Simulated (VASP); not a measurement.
Wanted: the native input for a VASP 6.6.1 run.

* Task: single point
* Functional: PBEsol
* Potentials or basis: VASP PAW PBE potentials, release 64 (Mo_sv, S)
* Cutoff: 520 eV
* k mesh: 12 × 12 × 4
* Occupations: methfessel-paxton, width 0.11 eV
* Spin: no spin polarisation
* Dipole correction: no
* Further INCAR settings: ALGO = Normal; EDIFF = 1e-06; NBANDS = 35

The structure of MoS2 lies in POSCAR:

```
MoS2
1.0
    2.8839788912      0.0000000000      0.0000000000
   -1.4419894456      2.4975989837      0.0000000000
    0.0000000000      0.0000000000     13.8425218818
Mo S
2 4
Direct
    0.3333333333      0.6666666667      0.2500000000
    0.6666666667      0.3333333333      0.7500000000
    0.3333333333      0.6666666667      0.6259932117
    0.6666666667      0.3333333333      0.1259932117
    0.3333333333      0.6666666667      0.8740067883
    0.6666666667      0.3333333333      0.3740067883
```

The input as run:

INCAR

```
SYSTEM = MoS2
ALGO     = Normal         ! electronic algorithm
EDIFF    = 1E-6           ! SCF threshold, eV
ENCUT    = 520            ! plane-wave cutoff, eV
GGA      = PS             ! functional
ISIF     = 2              ! what is computed and relaxed
ISMEAR   = 1              ! smearing method
LASPH    = .TRUE.         ! aspherical terms in the spheres
LCHARG   = .TRUE.         ! write CHGCAR
LELF     = .TRUE.         ! ELF
LREAL    = .FALSE.        ! projectors in reciprocal space
LVHAR    = .TRUE.       
LWAVE    = .FALSE.        ! write WAVECAR
NBANDS   = 35             ! bands
NELM     = 60             ! most SCF steps
PREC     = Accurate       ! precision mode
SIGMA    = 0.11           ! smearing width, eV
```

KPOINTS

```
k-points
0
G
  12 12 4
  0 0 0
```

Potentials or basis: VASP PAW PBE potentials, release 64 (Mo_sv, S).

Run with:

```bash
$ cat potpaw_PBE.64/Mo_sv/POTCAR potpaw_PBE.64/S/POTCAR > POTCAR
$ mpirun -np 1 vasp_std > vasp.out
```

Results of the run:

* Pressure: 12.2 GPa
* Largest force: 1.061 eV/Å
* Band gap on the k mesh: 0.78 eV (least direct gap 1.32 eV)

Caveat: the cell stands under pressure; the PAW data sets were made with another functional, which shifts forces and pressure a little; this functional lacks dispersion, which binds the layers, so the pressure and a relaxed spacing across them are unreliable.

Run time: 2.2 min on 1 thread of AMD EPYC 9R45 96-Core Processor (Zen 5), on a shared host, peak memory 0.3 GiB.
